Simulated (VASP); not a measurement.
# CdSe (I-4m2) in VASP: further runs

The runs below take CdSe through single point, with PBE.

Everything below comes from runs of VASP 6.6.1. Logs are shortened: lines on timing, memory, paths and dates and some standing lists are left out, and cuts for length are marked.

## 1. The cell of the first run

It takes space group I-4m2 (No. 119, tetragonal). Conventional cell: a = 4.342 Å, b = 4.342 Å, c = 6.263 Å, α = 90.00°, β = 90.00°, γ = 90.00°. Cd (site symmetry -4m2) has 4 Se at 2.68 Å within 3.5 Å. Se (site symmetry -4m2) has 4 Cd at 2.68 Å within 3.5 Å.

## 2. Single point, PBE (zz strain of +2 %)

File INCAR:

```
SYSTEM = CdSe
PREC = Accurate
ENCUT = 520
EDIFF = 1E-6
ISMEAR = -1
SIGMA = 0.03
LREAL = .FALSE.
LASPH = .TRUE.
NELM = 80
ALGO = Normal
ISIF = 2
LWAVE = .FALSE.
LCHARG = .FALSE.
GGA = PE
NBANDS = 16
```

File KPOINTS:

```
regular mesh
0
G
  8 8 8
  0 0 0
```

File POSCAR:

```
CdSe
1.0
    0.0000000000      3.0702711986      3.1316766226
    3.0702711986      0.0000000000      3.1316766226
    3.0702711986      3.0702711986      0.0000000000
Cd Se
1 1
Direct
    0.0000000000      0.0000000000      0.0000000000
    0.2500000000      0.2500000000      0.2500000000
```

Potentials or basis: VASP PAW PBE potentials, release 64 (Cd, Se).

On the command line:

```
$ cat potpaw_PBE.64/Cd/POTCAR potpaw_PBE.64/Se/POTCAR > POTCAR
$ mpirun -np 1 vasp_std > vasp.out
```

OUTCAR:

```text
SYSTEM = CdSe
   PREC = Accurate
   ENCUT = 520
   EDIFF = 1E-6
   ISMEAR = -1
   LREAL = .FALSE.
   LASPH = .TRUE.
   NELM = 80
   ISIF = 2
   GGA = PE

 ion  position               nearest neighbor table
   1  0.000  0.000  0.000-   2 2.68   2 2.68   2 2.68   2 2.68
   2  0.250  0.250  0.250-   1 2.68   1 2.68   1 2.68   1 2.68

  LATTYP: Found a body centered tetragonal cell.
 ALAT       =     4.3420191692
 C/A-ratio  =     1.4424978336

  Lattice vectors:

 A1 = (  -3.0702711986,   0.0000000000,   3.1316766226)
 A2 = (   3.0702711986,   0.0000000000,   3.1316766226)
 A3 = (   0.0000000000,   3.0702711986,  -3.1316766226)

Analysis of symmetry for initial positions (statically):
=====================================================================
 Subroutine PRICEL returns:
 Original cell was already a primitive cell.

 Routine SETGRP: Setting up the symmetry group for a
 body centered tetragonal supercell.

 Subroutine GETGRP returns: Found  8 space group operations
 (whereof  8 operations were pure point group operations)
 out of a pool of 16 trial point group operations.

The static configuration has the point symmetry D_2d.

Analysis of symmetry for dynamics (positions and initial velocities):
=====================================================================
 Subroutine PRICEL returns:
 Original cell was already a primitive cell.

 Routine SETGRP: Setting up the symmetry group for a
 body centered tetragonal supercell.

 Subroutine GETGRP returns: Found  8 space group operations
 (whereof  8 operations were pure point group operations)
 out of a pool of 16 trial point group operations.

The dynamic configuration has the point symmetry D_2d.

 Subroutine INISYM returns: Found  8 space group operations
 (whereof  8 operations are pure point group operations),
 and found     1 'primitive' translations

----------------------------------------------------------------------------------------

                                     Primitive cell

  volume of cell :      59.0419

  direct lattice vectors                    reciprocal lattice vectors
     0.000000000  3.070271199  3.131676623    -0.162852063  0.162852063  0.159658886
     3.070271199  0.000000000  3.131676623     0.162852063 -0.162852063  0.159658886
     3.070271199  3.070271199  0.000000000     0.162852063  0.162852063 -0.159658886

  length of vectors
     4.385654307  4.385654307  4.342019169     0.280236595  0.280236595  0.280236595

  position of ions in fractional coordinates (direct lattice)
     0.000000000  0.000000000  0.000000000
     0.250000000  0.250000000  0.250000000

  ion indices of the primitive-cell ions
   primitive index   ion index
                 1           1
                 2           2

----------------------------------------------------------------------------------------

 KPOINTS: regular mesh

Automatic generation of k-mesh.
 Grid dimensions read from file:
 generate k-points for:    8    8    8

 Generating k-lattice:

  Cartesian coordinates                     Fractional coordinates (reciprocal lattice)
    -0.020356508  0.020356508  0.019957361     0.125000000  0.000000000  0.000000000
     0.020356508 -0.020356508  0.019957361     0.000000000  0.125000000  0.000000000
     0.020356508  0.020356508 -0.019957361     0.000000000  0.000000000  0.125000000

  Length of vectors
     0.035029574  0.035029574  0.035029574

  Shift w.r.t. Gamma in fractional coordinates (k-lattice)
     0.000000000  0.000000000  0.000000000

 Subroutine IBZKPT returns following result:
 ===========================================

 Found     59 irreducible k-points:

 Following reciprocal coordinates:
            Coordinates               Weight
  0.000000  0.000000  0.000000      1.000000
  0.125000  0.000000  0.000000      8.000000
  0.250000  0.000000  0.000000      8.000000
  0.375000  0.000000  0.000000      8.000000
  0.500000  0.000000  0.000000      4.000000
  0.125000  0.125000  0.000000      2.000000
[... 16 lines left out ...]
  0.250000  0.000000  0.125000     16.000000
  0.375000  0.000000  0.125000     16.000000
 [... further k-points ...]
   k-points           NKPTS =     59   k-points in BZ     NKDIM =     59   number of bands    NBANDS=     16
   number of dos      NEDOS =    301   number of ions     NIONS =      2
   total plane-waves  NPLWV =  41472
   dimension x,y,z NGX =    36 NGY =   36 NGZ =   32
   dimension x,y,z NGXF=    72 NGYF=   72 NGZF=   64
   ions per type =               1   1
   NGX,Y,Z   is equivalent  to a cutoff of  13.65, 13.65, 12.25 a.u.
   NGXF,Y,Z  is equivalent  to a cutoff of  27.29, 27.29, 24.50 a.u.
 SYSTEM =  CdSe
   PREC   = accura    normal or accurate (medium, high low for compatibility)
   ISTART =      0    job   : 0-new  1-cont  2-samecut
   ICHARG =      2    charge: 1-file 2-atom 10-const
   ISPIN  =      1    spin polarized calculation?
   LNONCOLLINEAR =      F non collinear calculations
   LSORBIT =      F    spin-orbit coupling
   LASPH  =      T    aspherical Exc in radial PAW
   ENCUT  =  520.0 eV  38.22 Ry    6.18 a.u.   8.15  8.15  8.07*2*pi/ulx,y,z
   NELM   =     80;   NELMIN=  2; NELMDL= -5     # of ELM steps
   EDIFF  = 0.1E-05   stopping-criterion for ELM
   LREAL  =      F    real-space projection
   EDIFFG = 0.1E-04   stopping-criterion for IOM
   NSW    =      0    number of steps for IOM
   IBRION =     -1    ionic relax: 0-MD 1-quasi-New 2-CG
   NFREE  =      0    steps in history (QN), initial steepest desc. (CG)
   ISIF   =      2    stress and relaxation
   ISYM   =      2    0-nonsym 1-usesym 2-fastsym
   POTIM  = 0.5000    time-step for ionic-motion
   TEBEG  =    0.0;   TEEND  =   0.0 temperature during run
   PSTRESS=    0.0 pullay stress
   NELECT =      18.0000    total number of electrons
   NUPDOWN=      -1.0000    fix difference up-down
   EMIN   =  10.00;   EMAX   =-10.00  energy-range for DOS
   EFERMI =   0.00;   METHOD = LEGACY
   ISMEAR =    -1;   SIGMA  =   0.03  broadening in eV -4-tet -1-fermi 0-gaus
   EFERMI_NEDOS =   21; number of points for ismear=-14 and -15
   IALGO  =     38    algorithm
   IMIX   =      4    mixing-type and parameters
     AMIX     =   0.40;   BMIX     =  1.00
     AMIX_MAG =   1.60;   BMIX_MAG =  1.00
  volume/ion in A,a.u.               =      29.52       199.22
  Fermi-wavevector in a.u.,A,eV,Ry     =   1.101824  2.082145 16.517690  1.214016
  Thomas-Fermi vector in A             =   2.238257
   LORBIT       =      0    0 simple, 1 ext, 2 COOP (PROOUT), +10 PAW based schemes
   GGA     = PE    functional components
   LHFCALC =     F    Hartree Fock is set to
   AEXX    =    0.0000 exact exchange contribution
   IVDW    =     0    specifies the selected vdW correction
   LEPSILON=     F    determine dielectric tensor
   LRPA    =     F    only Hartree local field effects (RPA)
 non-spin polarized calculation
  energy-cutoff  :      520.00
  volume of cell :       59.04
 maximum number of plane-waves:      1620
 NGX is ok and might be reduce to    36
   NGX = 17   NGY = 17   NGZ = 17

 number of electron      17.9999999 magnetization

 Free energy of the ion-electron system (eV)
  ---------------------------------------------------
  ext. energy  EPLUGINS =         0.00000000
  ---------------------------------------------------
  free energy    TOTEN  =        -5.49732625 eV

  energy without entropy =       -5.49732523  energy(sigma->0) =       -5.49732574

 E-fermi :   0.8458     XC(G=0):  -8.6679

 val. band max:        0.5892529886   @ k =   0.0000   0.0000   0.0000
 cond. band min:       1.0759261217   @ k =   0.0000   0.0000   0.0000
 fundamental gap:      0.4866731331
 Fermi energy:         0.8457724620

 k-point     1 :       0.0000    0.0000    0.0000
  band No.  band energies     occupation
      1     -11.7640      2.00000
      2      -7.2197      2.00000
      3      -7.2110      2.00000
      4      -7.2110      2.00000
      5      -6.8915      2.00000
      6      -6.8879      2.00000
[... 8 lines left out ...]
     15      11.4019      0.00000
     16      11.7031      0.00000

 k-point     2 :       0.1250    0.0000    0.0000
  band No.  band energies     occupation
      1     -11.7161      2.00000
      2      -7.2023      2.00000
      3      -7.1960      2.00000
      4      -7.1683      2.00000
      5      -6.8916      2.00000
      6      -6.8891      2.00000
[... 8 lines left out ...]
     15      10.9124      0.00000
     16      10.9308      0.00000

 k-point     3 :       0.2500    0.0000    0.0000
  band No.  band energies     occupation
      1     -11.5994      2.00000
      2      -7.1696      2.00000
      3      -7.1629      2.00000
      4      -7.0196      2.00000
      5      -6.8878      2.00000
      6      -6.8871      2.00000
[... 8 lines left out ...]
     15      10.6287      0.00000
     16      10.6948      0.00000

 k-point     4 :       0.3750    0.0000    0.0000
  band No.  band energies     occupation
      1     -11.4814      2.00000
      2      -7.1442      2.00000
      3      -7.1362      2.00000
      4      -6.8788      2.00000
      5      -6.8751      2.00000
      6      -6.7783      2.00000
[... 8 lines left out ...]
     15      11.4013      0.00000
     16      11.4487      0.00000
[... 324 lines left out ...]
 k-point    22 :       0.1250    0.0000    0.1250
  band No.  band energies     occupation
      1     -11.6996      2.00000
      2      -7.1900      2.00000
      3      -7.1815      2.00000
      4      -7.1704      2.00000
      5      -6.8980      2.00000
      6      -6.8828      2.00000
[... 8 lines left out ...]
     15      11.3513      0.00000
     16      11.6188      0.00000

 k-point    23 :       0.2500    0.0000    0.1250
  band No.  band energies     occupation
      1     -11.6056      2.00000
      2      -7.1627      2.00000
      3      -7.1498      2.00000
      4      -7.0656      2.00000
      5      -6.8983      2.00000
      6      -6.8751      2.00000
[... 8 lines left out ...]
     15      11.4255      0.00000
     16      11.9293      0.00000

 k-point    24 :       0.3750    0.0000    0.1250
  band No.  band energies     occupation
      1     -11.4884      2.00000
      2      -7.1363      2.00000
      3      -7.1204      2.00000
      4      -6.9300      2.00000
      5      -6.8671      2.00000
      6      -6.8074      2.00000
[... 8 lines left out ...]
     15      11.5445      0.00000
     16      12.0277      0.00000

 [... further k-points ...]
[... 5 lines left out ...]
  --------------------------------------------------------------------------------------
  -------------------------------------------------------------------------------------
  Total        0.2549337      0.2549337      0.1259168      0.0000000      0.0000000      0.0000000
  in kB        6.9179496      6.9179496      3.4169132      0.0000000      0.0000000      0.0000000
  external PRESSURE =       5.7509374 kB  Pullay stress =       0.0000000 kB

 VOLUME and BASIS-vectors are now :
 -----------------------------------------------------------------------------
  energy-cutoff  :      520.00
  volume of cell :       59.04
      direct lattice vectors                 reciprocal lattice vectors
     0.000000000  3.070271199  3.131676623    -0.162852063  0.162852063  0.159658886
     3.070271199  0.000000000  3.131676623     0.162852063 -0.162852063  0.159658886
     3.070271199  3.070271199  0.000000000     0.162852063  0.162852063 -0.159658886

 POSITION                                       TOTAL-FORCE (eV/Angst)
 -----------------------------------------------------------------------------------
      0.00000      0.00000      0.00000         0.000000      0.000000     -0.000000
      1.53514      1.53514      1.56584        -0.000000     -0.000000      0.000000
 -----------------------------------------------------------------------------------
    total drift:                                0.000001      0.000001     -0.000002

  FREE ENERGIE OF THE ION-ELECTRON SYSTEM (eV)
  ---------------------------------------------------
  free  energy   TOTEN  =        -5.4973262529 eV

  energy  without entropy=       -5.4973252264  energy(sigma->0) =       -5.49732574
```

Run time: 21 s. Hardware: 1 thread of Intel Xeon 6975P-C (Granite Rapids), shared host; peak memory 0.22 GiB.

Results:

| Quantity | Value |
| --- | --- |
| Free energy | -5.4973 eV |
| Pressure | 0.6 GPa |
| Band gap on the k mesh | 0.49 eV, direct |

Levels at points of the mesh, in eV from the valence-band top:
```
           k point  band 7  band 8  band 9  band 10  band 11  band 12
(0.00, 0.00, 0.00)   -0.06    0.00    0.00     0.49     5.91     5.91
(0.50, 0.00, 0.00)   -4.13   -0.74   -0.66     2.31     6.35     6.48
(0.50, 0.50, 0.00)   -3.95   -1.66   -1.66     3.24     3.79     8.76
(0.50, 0.00, 0.50)   -3.85   -1.75   -1.73     3.19     3.63     8.93
```

Caveat: the cell differs from its parent crystal (zz strain of +2 %).

## 3. Single point, PBE (zz strain of +1 %)

File INCAR:

```
ALGO = Normal
EDIFF = 1E-7
ENCUT = 520
GGA = PE
ISIF = 2
ISMEAR = -1
LASPH = True
LCHARG = False
LREAL = False
LWAVE = False
NBANDS = 16
NELM = 100
PREC = Accurate
SIGMA = 0.03
```

File KPOINTS:

```
k-points
0
Gamma
  8 8 8
```

File POSCAR:

```
CdSe
1.0
    0.0000000000      3.0702711986      3.1009739106
    3.0702711986      0.0000000000      3.1009739106
    3.0702711986      3.0702711986      0.0000000000
Cd Se
1 1
Direct
    0.0000000000      0.0000000000      0.0000000000
    0.2500000000      0.2500000000      0.2500000000
```

Potentials or basis: VASP PAW PBE potentials, release 64 (Cd, Se).

On the command line:

```
$ cat potpaw_PBE.64/Cd/POTCAR potpaw_PBE.64/Se/POTCAR > POTCAR
$ mpirun -np 1 vasp_std > vasp.out
```

It took 16 s on 1 thread of Intel Xeon 6975P-C (Granite Rapids), shared host; peak memory 0.21 GiB.

The run converged. Its results:

```yaml
Free_energy: -5.4950 eV
Pressure: 1.1 GPa
Band_gap_on_the_k_mesh: 0.52 eV, direct
```

Stress tensor (GPa, compression positive):
```
1.11 0.00 0.00
0.00 1.11 0.00
0.00 0.00 0.94
```

Levels at points of the mesh, in eV from the valence-band top:
```csv
k point,band 7,band 8,band 9,band 10,band 11,band 12
"(0.00, 0.00, 0.00)",-0.03,0.00,0.00,0.52,5.92,5.92
"(0.50, 0.00, 0.00)",-4.18,-0.73,-0.68,2.33,6.39,6.46
"(0.50, 0.50, 0.00)",-3.95,-1.71,-1.71,3.22,3.76,8.87
"(0.50, 0.00, 0.50)",-3.90,-1.76,-1.74,3.19,3.68,8.96
```

Caveat: the cell differs from its parent crystal (zz strain of +1 %).
